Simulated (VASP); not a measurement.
**ZnCd4S: single point with PBE**

The system is ZnCd4S.

```xyz
6
Lattice="5.8579 0.0000 0.0000 -2.9290 5.0731 0.0000 0.0000 0.0000 4.7717" Properties=species:S:1:pos:R:3 pbc="T T T"
Zn    0.0000    3.3821    0.0000
Cd    2.9290    1.6910    0.0000
Cd   -1.4416    2.5498    2.3859
Cd    1.4416    2.5498    2.3859
Cd    0.0000    5.0467    2.3859
S     0.0000    0.0000    0.0000
```

| Item | Value |
| --- | --- |
| Program | VASP 6.6.1 |
| Task | single point |
| Functional | PBE |
| Potentials or basis | VASP PAW PBE potentials, release 64 (Zn, Cd, S) |
| Cutoff | 520 eV |
| k mesh | 6 × 6 × 8 |
| Occupations | gaussian, width 0.1 eV |
| Spin | no spin polarisation |
| Dipole correction | no |
| Further INCAR settings | ALGO = Normal; EDIFF = 1e-06; NBANDS = 42 |

```yaml
Pressure: 0.2 GPa
Band_gap_on_the_k_mesh: zero (band 33 reaches 2.89 eV, above the bottom of band 34 at 1.25 eV)
```

Levels at points of the mesh, in eV from the Fermi level:
```csv
k point,band 29,band 30,band 31,band 32,band 33,band 34,band 35,band 36,band 37,band 38
"(0.00, 0.00, 0.00)",-2.27,-2.27,-2.05,-1.16,-1.16,0.32,0.65,2.33,2.33,4.24
"(0.50, 0.00, 0.00)",-3.24,-1.25,-0.92,-0.48,0.20,0.27,1.70,2.10,2.51,3.75
"(0.00, 0.00, 0.50)",-2.03,-1.69,-1.69,-1.04,0.12,0.18,0.18,0.83,0.83,1.28
"(0.50, 0.00, 0.50)",-4.51,-2.89,-2.40,-1.95,-0.47,-0.11,1.80,1.84,3.18,5.69
```

Run time: 8.9 min on 1 thread of AMD EPYC 7R13 (shared host), peak memory 0.34 GiB.
